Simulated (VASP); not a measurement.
# InAs in VASP: a series of runs

The runs below take InAs through relaxation of cell and atoms, relaxation of shape and atoms at fixed volume, with PBE.

Program: VASP 6.6.1. These are calculated values, not measurements. Logs are shortened: lines on timing, memory, paths and dates and some standing lists are left out, and cuts for length are marked.

### 1 The cell of the first run

The typed cell holds 2 atoms: a = 4.374 Å, b = 4.374 Å, c = 4.374 Å, α = 120.00°, β = 120.00°, γ = 90.00°.

The cell was generated, and may not be a known phase.

### 2 Relaxation of cell and atoms, PBE

The input, INCAR:

```
PREC = Accurate
ENCUT = 500
EDIFF = 1E-7
ISMEAR = 0
SIGMA = 0.1
LREAL = False
LASPH = True
NELM = 120
ALGO = Normal
ISIF = 3
LWAVE = False
LCHARG = False
GGA = PE
IBRION = 2
NSW = 100
EDIFFG = -0.01
GGA_COMPAT = False
NELMIN = 4
```

The input, KPOINTS:

```
Automatic mesh
0
Gamma
  14 14 14
```

The input, POSCAR:

```
InAs
1.0
   -2.1872059973      2.1872059973      3.0930322904
    2.1872059973     -2.1872059973      3.0930322904
    2.1872059973      2.1872059973     -3.0930322904
In As
1 1
Direct
    0.7500000000      0.2500000000      0.5000000000
    0.5000000000      0.5000000000      0.0000000000
```

Potentials or basis: VASP PAW PBE potentials, release 64 (In_d, As).

The run is started by

```console
> cat potpaw_PBE.64/In_d/POTCAR potpaw_PBE.64/As/POTCAR > POTCAR
> mpirun -np 1 vasp_std > vasp.out
```

OUTCAR:

```text
PREC = Accurate
   ENCUT = 500
   EDIFF = 1E-7
   ISMEAR = 0
   LREAL = False
   LASPH = True
   NELM = 120
   ISIF = 3
   GGA = PE
   IBRION = 2
   NSW = 100
   EDIFFG = -0.01
   NELMIN = 4

 ion  position               nearest neighbor table
   1  0.750  0.250  0.500-   2 2.68   2 2.68   2 2.68   2 2.68
   2  0.500  0.500  0.000-   1 2.68   1 2.68   1 2.68   1 2.68

  LATTYP: Found a body centered tetragonal cell.
 ALAT       =     4.3744119946
 C/A-ratio  =     1.4141476817

  Lattice vectors:

 A1 = (  -2.1872059973,   2.1872059973,   3.0930322904)
 A2 = (   2.1872059973,  -2.1872059973,   3.0930322904)
 A3 = (   2.1872059973,   2.1872059973,  -3.0930322904)

Analysis of symmetry for initial positions (statically):
=====================================================================
 Subroutine PRICEL returns:
 Original cell was already a primitive cell.

 Routine SETGRP: Setting up the symmetry group for a
 body centered tetragonal supercell.

 Subroutine GETGRP returns: Found  8 space group operations
 (whereof  8 operations were pure point group operations)
 out of a pool of 16 trial point group operations.

The static configuration has the point symmetry D_2d.

Analysis of symmetry for dynamics (positions and initial velocities):
=====================================================================
 Subroutine PRICEL returns:
 Original cell was already a primitive cell.

 Routine SETGRP: Setting up the symmetry group for a
 body centered tetragonal supercell.

 Subroutine GETGRP returns: Found  8 space group operations
 (whereof  8 operations were pure point group operations)
 out of a pool of 16 trial point group operations.

The dynamic configuration has the point symmetry D_2d.

 Subroutine INISYM returns: Found  8 space group operations
 (whereof  8 operations are pure point group operations),
 and found     1 'primitive' translations

----------------------------------------------------------------------------------------

                                     Primitive cell

  volume of cell :      59.1867

  direct lattice vectors                    reciprocal lattice vectors
    -2.187205997  2.187205997  3.093032290     0.000000000  0.228602153  0.161653663
     2.187205997 -2.187205997  3.093032290     0.228602153  0.000000000  0.161653663
     2.187205997  2.187205997 -3.093032290     0.228602153  0.228602153  0.000000000

  length of vectors
     4.374310105  4.374310105  4.374310105     0.279983662  0.279983662  0.323292265

  position of ions in fractional coordinates (direct lattice)
     0.750000000  0.250000000  0.500000000
     0.500000000  0.500000000  0.000000000

  ion indices of the primitive-cell ions
   primitive index   ion index
                 1           1
                 2           2

----------------------------------------------------------------------------------------

 KPOINTS: Automatic mesh

Automatic generation of k-mesh.
 Grid dimensions read from file:
 generate k-points for:   14   14   14

 Generating k-lattice:

  Cartesian coordinates                     Fractional coordinates (reciprocal lattice)
     0.000000000  0.016328725  0.011546690     0.071428571  0.000000000 -0.000000000
     0.016328725  0.000000000  0.011546690     0.000000000  0.071428571 -0.000000000
     0.016328725  0.016328725  0.000000000     0.000000000  0.000000000  0.071428571

  Length of vectors
     0.019998833  0.019998833  0.023092305

  Shift w.r.t. Gamma in fractional coordinates (k-lattice)
     0.000000000  0.000000000  0.000000000

 Subroutine IBZKPT returns following result:
 ===========================================

 Found    244 irreducible k-points:

 Following reciprocal coordinates:
            Coordinates               Weight
  0.000000  0.000000  0.000000      1.000000
  0.071429  0.000000  0.000000      8.000000
  0.142857  0.000000 -0.000000      8.000000
  0.214286  0.000000 -0.000000      8.000000
  0.285714  0.000000  0.000000      8.000000
  0.357143  0.000000 -0.000000      8.000000
[... 16 lines left out ...]
  0.214286  0.142857 -0.000000     16.000000
  0.285714  0.142857  0.000000     16.000000
 [... further k-points ...]
   k-points           NKPTS =    244   k-points in BZ     NKDIM =    244   number of bands    NBANDS=     13
   number of dos      NEDOS =    301   number of ions     NIONS =      2
   total plane-waves  NPLWV =  32768
   dimension x,y,z NGX =    32 NGY =   32 NGZ =   32
   dimension x,y,z NGXF=    64 NGYF=   64 NGZF=   64
   ions per type =               1   1
   NGX,Y,Z   is equivalent  to a cutoff of  12.16, 12.16, 12.16 a.u.
   NGXF,Y,Z  is equivalent  to a cutoff of  24.32, 24.32, 24.32 a.u.
 SYSTEM =  unknown system
   PREC   = accura    normal or accurate (medium, high low for compatibility)
   ISTART =      0    job   : 0-new  1-cont  2-samecut
   ICHARG =      2    charge: 1-file 2-atom 10-const
   ISPIN  =      1    spin polarized calculation?
   LNONCOLLINEAR =      F non collinear calculations
   LSORBIT =      F    spin-orbit coupling
   LASPH  =      T    aspherical Exc in radial PAW
   ENCUT  =  500.0 eV  36.75 Ry    6.06 a.u.   7.98  7.98  7.98*2*pi/ulx,y,z
   NELM   =    120;   NELMIN=  4; NELMDL= -5     # of ELM steps
   EDIFF  = 0.1E-06   stopping-criterion for ELM
   LREAL  =      F    real-space projection
   EDIFFG = -.1E-01   stopping-criterion for IOM
   NSW    =    100    number of steps for IOM
   IBRION =      2    ionic relax: 0-MD 1-quasi-New 2-CG
   NFREE  =      1    steps in history (QN), initial steepest desc. (CG)
   ISIF   =      3    stress and relaxation
   ISYM   =      2    0-nonsym 1-usesym 2-fastsym
   POTIM  = 0.5000    time-step for ionic-motion
   TEBEG  =    0.0;   TEEND  =   0.0 temperature during run
   PSTRESS=    0.0 pullay stress
   NELECT =      18.0000    total number of electrons
   NUPDOWN=      -1.0000    fix difference up-down
   EMIN   =  10.00;   EMAX   =-10.00  energy-range for DOS
   EFERMI =   0.00;   METHOD = LEGACY
   ISMEAR =     0;   SIGMA  =   0.10  broadening in eV -4-tet -1-fermi 0-gaus
   EFERMI_NEDOS =   21; number of points for ismear=-14 and -15
   IALGO  =     38    algorithm
   IMIX   =      4    mixing-type and parameters
     AMIX     =   0.40;   BMIX     =  1.00
     AMIX_MAG =   1.60;   BMIX_MAG =  1.00
  volume/ion in A,a.u.               =      29.59       199.71
  Fermi-wavevector in a.u.,A,eV,Ry     =   1.100925  2.080447 16.490748  1.212036
  Thomas-Fermi vector in A             =   2.237344
   LORBIT       =      0    0 simple, 1 ext, 2 COOP (PROOUT), +10 PAW based schemes
   GGA     = PE    functional components
   LHFCALC =     F    Hartree Fock is set to
   AEXX    =    0.0000 exact exchange contribution
   IVDW    =     0    specifies the selected vdW correction
   LEPSILON=     F    determine dielectric tensor
   LRPA    =     F    only Hartree local field effects (RPA)
 conjugate gradient relaxation of ions
 non-spin polarized calculation
 Gauss-broadening in eV      SIGMA  =   0.10
  energy-cutoff  :      500.00
  volume of cell :       59.19
 maximum number of plane-waves:      1524
   NGX = 15   NGY = 15   NGZ = 15

 number of electron      18.0000010 magnetization

 Free energy of the ion-electron system (eV)
  ---------------------------------------------------
  ext. energy  EPLUGINS =         0.00000000
  ---------------------------------------------------
  free energy    TOTEN  =        -7.71996649 eV

  energy without entropy =       -7.71985830  energy(sigma->0) =       -7.71991240

 E-fermi :   3.9217     XC(G=0):  -8.7968

 val. band max:        3.8420295381   @ k =   0.0000   0.0000   0.0000
 cond. band min:       4.3712581229   @ k =   0.0714   0.0000   0.0000
 fundamental gap:      0.5292285849
 Fermi energy:         3.9216563022

 k-point     1 :       0.0000    0.0000    0.0000
  band No.  band energies     occupation
      1     -10.4253      2.00000
      2     -10.4253      2.00000
      3     -10.4253      2.00000
      4     -10.3254      2.00000
      5     -10.3254      2.00000
      6      -7.6003      2.00000
      7       3.3004      2.00000
      8       3.8418      1.74115
      9       3.8418      1.74115
     10       3.8420      1.73987
     11       7.7154      0.00000
     12       7.7155      0.00000
     13       7.7155      0.00000

 k-point     2 :       0.0714    0.0000    0.0000
  band No.  band energies     occupation
      1     -10.4303      2.00000
      2     -10.4237      2.00000
      3     -10.4237      2.00000
      4     -10.3255      2.00000
      5     -10.3255      2.00000
      6      -7.5533      2.00000
      7       2.6143      2.00000
      8       3.7814      1.95264
      9       3.7816      1.95240
     10       4.3713      0.00000
     11       7.7174      0.00000
     12       7.8074      0.00000
     13       7.8075      0.00000

 k-point     3 :       0.1429    0.0000   -0.0000
  band No.  band energies     occupation
      1     -10.4440      2.00000
      2     -10.4195      2.00000
      3     -10.4195      2.00000
      4     -10.3255      2.00000
      5     -10.3255      2.00000
      6      -7.4160      2.00000
      7       1.6623      2.00000
      8       3.6259      1.99997
      9       3.6261      1.99997
     10       4.8164      0.00000
     11       7.8946      0.00000
     12       8.0362      0.00000
     13       8.0362      0.00000

 k-point     4 :       0.2143    0.0000   -0.0000
  band No.  band energies     occupation
      1     -10.4632      2.00000
      2     -10.4138      2.00000
      3     -10.4137      2.00000
      4     -10.3249      2.00000
      5     -10.3249      2.00000
      6      -7.2008      2.00000
      7       0.7103      2.00000
      8       3.4286      2.00000
      9       3.4288      2.00000
     10       4.9380      0.00000
     11       8.2875      0.00000
     12       8.2876      0.00000
     13       8.4226      0.00000

 k-point     5 :       0.2857    0.0000    0.0000
  band No.  band energies     occupation
      1     -10.4838      2.00000
      2     -10.4081      2.00000
      3     -10.4081      2.00000
      4     -10.3236      2.00000
      5     -10.3236      2.00000
      6      -6.9314      2.00000
      7      -0.1683      2.00000
      8       3.2369      2.00000
      9       3.2371      2.00000
     10       4.8722      0.00000
     11       8.4496      0.00000
     12       8.4497      0.00000
     13       9.1997      0.00000
[... 257 lines left out ...]
 k-point    22 :       0.1429    0.1429   -0.0000
  band No.  band energies     occupation
      1     -10.4706      2.00000
      2     -10.4129      2.00000
      3     -10.4080      2.00000
      4     -10.3283      2.00000
      5     -10.3225      2.00000
      6      -7.1294      2.00000
      7       0.6360      2.00000
      8       2.6178      2.00000
      9       3.5489      2.00000
     10       5.5917      0.00000
     11       7.8266      0.00000
     12       8.2027      0.00000
     13       8.8889      0.00000

 k-point    23 :       0.2143    0.1429   -0.0000
  band No.  band energies     occupation
      1     -10.4882      2.00000
      2     -10.4067      2.00000
      3     -10.4031      2.00000
      4     -10.3282      2.00000
      5     -10.3215      2.00000
      6      -6.8853      2.00000
      7      -0.0483      2.00000
      8       2.2138      2.00000
      9       3.3553      2.00000
     10       5.7869      0.00000
     11       8.1865      0.00000
     12       8.4628      0.00000
     13       8.9694      0.00000

 k-point    24 :       0.2857    0.1429    0.0000
  band No.  band energies     occupation
      1     -10.5046      2.00000
      2     -10.4006      2.00000
      3     -10.3996      2.00000
      4     -10.3265      2.00000
      5     -10.3211      2.00000
      6      -6.6141      2.00000
      7      -0.7121      2.00000
      8       1.9694      2.00000
      9       3.1302      2.00000
     10       5.7940      0.00000
     11       8.3912      0.00000
     12       8.6913      0.00000
     13       9.3573      0.00000

 [... further k-points ...]

------------------------ aborting loop because EDIFF is reached ----------------------------------------

  FORCE on cell =-STRESS in cart. coord.  units (eV):
  Direction    XX          YY          ZZ          XY          YZ          ZX
  --------------------------------------------------------------------------------------
  -------------------------------------------------------------------------------------
  Total        0.0188293      0.0188293      0.0194100      0.0000000      0.0000000      0.0000000
  in kB        0.5097072      0.5097072      0.5254271      0.0000000      0.0000000      0.0000000
  external PRESSURE =       0.5149472 kB  Pullay stress =       0.0000000 kB

 VOLUME and BASIS-vectors are now :
 -----------------------------------------------------------------------------
  energy-cutoff  :      500.00
  volume of cell :       59.19
      direct lattice vectors                 reciprocal lattice vectors
    -2.187205997  2.187205997  3.093032290     0.000000000  0.228602153  0.161653663
     2.187205997 -2.187205997  3.093032290     0.228602153  0.000000000  0.161653663
     2.187205997  2.187205997 -3.093032290     0.228602153  0.228602153  0.000000000

 POSITION                                       TOTAL-FORCE (eV/Angst)
 -----------------------------------------------------------------------------------
     -0.00000      2.18721      1.54652        -0.000000     -0.000000     -0.000000
      0.00000      0.00000      3.09303         0.000000      0.000000      0.000000
 -----------------------------------------------------------------------------------
    total drift:                               -0.000000      0.000000      0.000000

  FREE ENERGIE OF THE ION-ELECTRON SYSTEM (eV)
  ---------------------------------------------------
  free  energy   TOTEN  =        -7.7199664925 eV

  energy  without entropy=       -7.7198583025  energy(sigma->0) =       -7.71991240

 reached required accuracy - stopping structural energy minimisation
```

It took 4.3 min on 1 thread of Oxide Virtual Turin-like, shared host; peak memory 0.3 GiB.

What came out:

```
Free energy             : -7.7200 eV
Pressure after relaxing : 0.1 GPa
Band gap on the k mesh  : zero (filled and empty bands touch)
```

Final structure:
```xyz
2
Lattice="-2.1872 2.1872 3.0930 2.1872 -2.1872 3.0930 2.1872 2.1872 -3.0930" Properties=species:S:1:pos:R:3 pbc="T T T"
In    0.0000    2.1872    1.5465
As    0.0000    0.0000    3.0930
```

Caveat: the relaxation stopped at its first step, so nothing moved; semilocal functionals underestimate gaps, and a narrow one can read as zero; spin-orbit coupling is left out, which moves the levels of the heavy elements.

### 3 Relaxation of shape and atoms at fixed volume, PBE (30.48 Å³/atom)

This run uses another cell than the first one, of 30.48 Å³/atom.

The input, INCAR:

```
SYSTEM = InAs
ALGO = Normal
EDIFF = 1E-7
EDIFFG = -0.01
ENCUT = 500
GGA = PE
GGA_COMPAT = .FALSE.
IBRION = 2
ISIF = 4
ISMEAR = 0
LASPH = .TRUE.
LCHARG = .FALSE.
LREAL = .FALSE.
LWAVE = .FALSE.
NELM = 120
NELMIN = 4
NSW = 50
PREC = Accurate
SIGMA = 0.1
```

The input, KPOINTS:

```
k-points
0
G
  14 14 14
  0 0 0
```

The input, POSCAR:

```
InAs
1.0
   -2.2088629107      2.2088629107      3.1236583642
    2.2088629107     -2.2088629107      3.1236583642
    2.2088629107      2.2088629107     -3.1236583642
In As
1 1
Direct
    0.7500000000      0.2500000000      0.5000000000
    0.5000000000      0.5000000000      0.0000000000
```

Potentials or basis: VASP PAW PBE potentials, release 64 (In_d, As).

The run is started by

```console
> cat potpaw_PBE.64/In_d/POTCAR potpaw_PBE.64/As/POTCAR > POTCAR
> mpirun -np 1 vasp_std > vasp.out
```

Wall time 3.9 min (1 thread of Oxide Virtual Turin-like, shared host); peak memory 0.31 GiB.

Results (log left out):

| Item | Value |
| --- | --- |
| Free energy | -7.7132 eV |
| Pressure after relaxing | -1.3 GPa |
| Band gap on the k mesh | zero (filled and empty bands touch) |

Final structure:
```
In As
1.0
    -2.20886    2.20886    3.12366
     2.20886   -2.20886    3.12366
     2.20886    2.20886   -3.12366
In As
1 1
Direct
  0.75000 0.25000 0.50000
  0.50000 0.50000 0.00000
```

Levels at points of the mesh, in eV from the Fermi level:
```tsv
k point	band 5	band 6	band 7	band 8	band 9	band 10	band 11	band 12	band 13
(0.00, 0.00, 0.00)	-14.22	-11.36	-0.77	-0.08	-0.08	-0.08	3.77	3.77	3.77
(0.50, 0.00, 0.00)	-14.21	-10.17	-5.38	-0.94	-0.94	0.67	4.53	4.53	6.61
(0.50, 0.50, 0.00)	-14.20	-9.73	-5.52	-2.10	-2.10	1.62	1.94	8.50	8.52
(0.50, 0.50, 0.50)	-14.20	-9.73	-5.52	-2.10	-2.10	1.62	1.94	8.50	8.52
```

Caveat: the relaxation stopped at its first step, so nothing moved; semilocal functionals underestimate gaps, and a narrow one can read as zero; spin-orbit coupling is left out, which moves the levels of the heavy elements.

The gap in the log of VASP goes by the Fermi energy; the results here count the filled bands.